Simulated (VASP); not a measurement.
## TlBr: single point with PBE+D3(BJ)

The system is TlBr.

```
Tl Br
1.0
     3.98000    0.00000    0.00000
     0.00000    3.98000    0.00000
     0.00000    0.00000    3.98000
Tl Br
1 1
Direct
  0.00000 0.00000 0.00000
  0.50000 0.50000 0.50000
```

| Quantity | Value |
| --- | --- |
| Program | VASP 6.6.1 |
| Task | single point |
| Functional | PBE |
| Dispersion | D3(BJ) |
| Potentials or basis | VASP PAW PBE potentials, release 64 (Tl_d, Br) |
| Cutoff | 500 eV |
| k mesh | 6 × 6 × 6 |
| Occupations | fermi-dirac, width 0.02 eV |
| Spin | no spin polarisation |
| Dipole correction | no |
| Further INCAR settings | ALGO = Normal; EDIFF = 1e-06; NBANDS = 17 |

| Quantity | Value |
| --- | --- |
| Pressure | 0.0 GPa |
| Band gap on the k mesh | 1.86 eV, direct |
| Dispersion energy per atom | -0.274 eV |

Levels at points of the mesh, in eV from the valence-band top:
```
           k point  band 8  band 9  band 10  band 11  band 12  band 13
(0.00, 0.00, 0.00)   -1.30   -1.30    -1.30     7.02     7.02     7.23
(0.50, 0.00, 0.00)   -0.80   -0.80     0.00     1.86     5.77     5.77
(0.50, 0.50, 0.00)   -2.93   -2.93    -0.72     4.87     4.87     7.39
(0.50, 0.50, 0.50)   -1.92   -1.92    -1.92     2.15     2.15     2.15
```

It took 7.1 s on 1 thread of Intel(R) Xeon(R) 6975P-C (Granite Rapids), with other jobs on the host, peak memory 0.18 GiB.

Caveat: spin-orbit coupling is left out, which moves the levels of the heavy elements. PBE gaps usually lie below the measured ones, often by a third to a half.
